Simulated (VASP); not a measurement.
# Mo (Fd-3m) in VASP: a series of runs, part 2 of 2

VASP 6.6.1. Earlier steps stand in the parts before.

## Step 3: Single point, LDA (volume scaled by 0.96)

Contents of INCAR:

```
SYSTEM = Mo
PREC = Accurate
ENCUT = 520
EDIFF = 1E-6
ISMEAR = -1
SIGMA = 0.1
LREAL = .False.
LASPH = .True.
NELM = 100
ALGO = Normal
ISIF = 2
LWAVE = .False.
LCHARG = .False.
GGA = CA
NBANDS = 21
```

Contents of KPOINTS:

```
regular mesh
0
Gamma
  11 11 11
  0 0 0
```

Contents of POSCAR:

```
Mo
1.0
    0.0000000000      2.7472363247      2.7472363247
    2.7472363247      0.0000000000      2.7472363247
    2.7472363247      2.7472363247      0.0000000000
Mo
2
Direct
    0.1250000000      0.1250000000      0.1250000000
    0.8750000000      0.8750000000      0.8750000000
```

Potentials or basis: VASP PAW LDA potentials, release 64 (Mo_sv).

Run with:

```
$ cat potpaw_LDA.64/Mo_sv/POTCAR > POTCAR
$ mpirun -np 1 vasp_std > vasp.out
```

OUTCAR:

```text
SYSTEM = Mo
   PREC = Accurate
   ENCUT = 520
   EDIFF = 1E-6
   ISMEAR = -1
   LREAL = .False.
   LASPH = .True.
   NELM = 100
   ISIF = 2
   GGA = CA

 ion  position               nearest neighbor table
   1  0.125  0.125  0.125-   2 2.38   2 2.38   2 2.38   2 2.38
   2  0.875  0.875  0.875-   1 2.38   1 2.38   1 2.38   1 2.38

  LATTYP: Found a face centered cubic cell.
 ALAT       =     5.4944726494

  Lattice vectors:

 A1 = (   0.0000000000,   2.7472363247,   2.7472363247)
 A2 = (   2.7472363247,   0.0000000000,   2.7472363247)
 A3 = (   2.7472363247,   2.7472363247,   0.0000000000)

Analysis of symmetry for initial positions (statically):
[... 5 lines left out ...]
 face centered cubic supercell.

 Subroutine GETGRP returns: Found 48 space group operations
 (whereof 12 operations were pure point group operations)
 out of a pool of 48 trial point group operations.

The static configuration has the point symmetry D_3d.
 The point group associated with its full space group is O_h .

Analysis of symmetry for dynamics (positions and initial velocities):
[... 5 lines left out ...]
 face centered cubic supercell.

 Subroutine GETGRP returns: Found 48 space group operations
 (whereof 12 operations were pure point group operations)
 out of a pool of 48 trial point group operations.

The dynamic configuration has the point symmetry D_3d.
 The point group associated with its full space group is O_h .

 Subroutine INISYM returns: Found 48 space group operations
 (whereof 12 operations are pure point group operations),
 and found     1 'primitive' translations

----------------------------------------------------------------------------------------

                                     Primitive cell

  volume of cell :      41.4685

  direct lattice vectors                    reciprocal lattice vectors
     0.000000000  2.747236325  2.747236325    -0.182001088  0.182001088  0.182001088
     2.747236325  0.000000000  2.747236325     0.182001088 -0.182001088  0.182001088
[... 92 lines left out ...]
   ISYM   =      2    0-nonsym 1-usesym 2-fastsym
   POTIM  = 0.5000    time-step for ionic-motion
   TEBEG  =    0.0;   TEEND  =   0.0 temperature during run
   PSTRESS=    0.0 pullay stress
   NELECT =      28.0000    total number of electrons
   NUPDOWN=      -1.0000    fix difference up-down
   EMIN   =  10.00;   EMAX   =-10.00  energy-range for DOS
   EFERMI =   0.00;   METHOD = LEGACY
   ISMEAR =    -1;   SIGMA  =   0.10  broadening in eV -4-tet -1-fermi 0-gaus
   EFERMI_NEDOS =   21; number of points for ismear=-14 and -15
   IALGO  =     38    algorithm
   IMIX   =      4    mixing-type and parameters
     AMIX     =   0.40;   BMIX     =  1.00
     AMIX_MAG =   1.60;   BMIX_MAG =  1.00
  volume/ion in A,a.u.               =      20.73       139.92
  Fermi-wavevector in a.u.,A,eV,Ry     =   1.436222  2.714066 28.065184  2.062733
  Thomas-Fermi vector in A             =   2.555434
   LORBIT       =      0    0 simple, 1 ext, 2 COOP (PROOUT), +10 PAW based schemes
   GGA     = CA    functional components
   LHFCALC =     F    Hartree Fock is set to
   AEXX    =    0.0000 exact exchange contribution
   IVDW    =     0    specifies the selected vdW correction
   LEPSILON=     F    determine dielectric tensor
   LRPA    =     F    only Hartree local field effects (RPA)
 non-spin polarized calculation
  energy-cutoff  :      520.00
  volume of cell :       41.47
 maximum number of plane-waves:      1139
 NGX is ok and might be reduce to    30
   NGX = 15   NGY = 15   NGZ = 15

 number of electron      27.9999998 magnetization

 Free energy of the ion-electron system (eV)
  ---------------------------------------------------
  ext. energy  EPLUGINS =         0.00000000
  ---------------------------------------------------
  free energy    TOTEN  =       -19.54495132 eV

  energy without entropy =      -19.46812715  energy(sigma->0) =      -19.50653924

 E-fermi :   7.9256     XC(G=0): -11.6179

 val. band max:        7.9206559048   @ k =   0.3636   0.0909   0.0000
 cond. band min:       7.9287907380   @ k =   0.3636   0.1818   0.0909
 fundamental gap:      0.0081348332
 Fermi energy:         7.9256041367

 k-point     1 :       0.0000    0.0000    0.0000
  band No.  band energies     occupation
      1     -52.3439      2.00000
      2     -51.3645      2.00000
      3     -26.9877      2.00000
      4     -26.9877      2.00000
      5     -26.9877      2.00000
      6     -25.5482      2.00000
[... 565 lines left out ...]
     20      17.4868      0.00000
     21      17.6865      0.00000

 [... further k-points ...]
[... 5 lines left out ...]
  --------------------------------------------------------------------------------------
  -------------------------------------------------------------------------------------
  Total        1.6625333      1.6625333      1.6625333      0.0000000     -0.0000000      0.0000000
  in kB       64.2336926     64.2336926     64.2336926      0.0000000     -0.0000000      0.0000000
  external PRESSURE =      64.2336926 kB  Pullay stress =       0.0000000 kB

 VOLUME and BASIS-vectors are now :
 -----------------------------------------------------------------------------
  energy-cutoff  :      520.00
  volume of cell :       41.47
      direct lattice vectors                 reciprocal lattice vectors
     0.000000000  2.747236325  2.747236325    -0.182001088  0.182001088  0.182001088
     2.747236325  0.000000000  2.747236325     0.182001088 -0.182001088  0.182001088
     2.747236325  2.747236325  0.000000000     0.182001088  0.182001088 -0.182001088

 POSITION                                       TOTAL-FORCE (eV/Angst)
 -----------------------------------------------------------------------------------
      0.68681      0.68681      0.68681        -0.000000     -0.000000     -0.000000
      4.80766      4.80766      4.80766         0.000000      0.000000      0.000000
 -----------------------------------------------------------------------------------
    total drift:                               -0.000000      0.000000      0.000000

  FREE ENERGIE OF THE ION-ELECTRON SYSTEM (eV)
  ---------------------------------------------------
  free  energy   TOTEN  =       -19.5449513235 eV

  energy  without entropy=      -19.4681271486  energy(sigma->0) =      -19.50653924
```

Wall time 19 s (1 thread of AMD EPYC 9R45 (Zen 5), shared host); peak memory 0.14 GiB.

What came out:

| Quantity | Value |
| --- | --- |
| Free energy | -19.5450 eV |
| Pressure | 6.4 GPa |
| Band gap on the k mesh | zero (band 14 reaches 8.18 eV, above the bottom of band 15 at 7.71 eV) |

Levels at points of the mesh, in eV from the Fermi level:
| k point | band 11 | band 12 | band 13 | band 14 | band 15 | band 16 | band 17 | band 18 |
| --- | --- | --- | --- | --- | --- | --- | --- | --- |
| (0.00, 0.00, 0.00) | -2.67 | -1.48 | -1.48 | -1.48 | 1.41 | 1.41 | 1.41 | 4.90 |

Caveat: the cell differs from its parent crystal (volume scaled by 0.96).

## Step 4: Single point, LDA

This run uses another cell than the first one, of 21.60 Å³/atom, 1.087 times its volume.

Contents of INCAR:

```
SYSTEM = Mo
PREC     = Accurate       ! precision mode
ENCUT    = 520            ! plane-wave cutoff, eV
EDIFF    = 1E-6           ! SCF threshold, eV
ISMEAR   = -1             ! smearing method
SIGMA    = 0.1            ! smearing width, eV
LREAL    = .False.        ! projectors in reciprocal space
LASPH    = .True.         ! aspherical terms in the spheres
NELM     = 100            ! most SCF steps
ALGO     = Normal         ! electronic algorithm
ISIF     = 2              ! what is computed and relaxed
LWAVE    = .False.        ! write WAVECAR
LCHARG   = .True.         ! write CHGCAR
GGA      = CA             ! functional
LELF     = .True.         ! ELF
LVHAR    = .True.       
NBANDS   = 21             ! bands
```

Contents of KPOINTS:

```
Automatic mesh
0
Gamma
  11 11 11
  0 0 0
```

Contents of POSCAR:

```
Mo
1.0
    0.0000000000      2.7848743761      2.7848743761
    2.7848743761      0.0000000000      2.7848743761
    2.7848743761      2.7848743761      0.0000000000
Mo
2
Direct
    0.1250000000      0.1250000000      0.1250000000
    0.8750000000      0.8750000000      0.8750000000
```

Run with:

```
$ cat potpaw_LDA.64/Mo_sv/POTCAR > POTCAR
$ mpirun -np 1 vasp_std > vasp.out
```

Run time: 21 s. Hardware: 1 thread of AMD EPYC 9R45 (Zen 5), shared host; peak memory 0.14 GiB.

The run converged. Its results:

```yaml
Free_energy: -19.5835 eV
Pressure: 0.8 GPa
Band_gap_on_the_k_mesh: zero (band 14 reaches 7.64 eV, above the bottom of band 15 at 7.20 eV)
```

Levels at points of the mesh, in eV from the Fermi level:
```csv
k point,band 12,band 13,band 14,band 15,band 16,band 17
"(0.00, 0.00, 0.00)",-1.41,-1.41,-1.41,1.36,1.36,1.36
```

## Step 5: Summary

| cell | gap on the mesh (eV) | pressure (GPa) |
| --- | --- | --- |
| a = 3.830 Å, angles 60.0°, 2 atoms | none | 13.4 |
| a = 3.885 Å, angles 60.0°, 2 atoms | none | 6.4 |
| a = 3.938 Å, angles 60.0°, 2 atoms | none | 0.8 |

Alike in all rows: task single point; level LDA; potentials or basis VASP PAW LDA potentials, release 64 (Mo_sv); no spin polarisation; k mesh 11 × 11 × 11; cutoff (eV) 520; smearing fermi-dirac 0.1 eV.

Absolute energies hang on the potentials; compare differences alone.
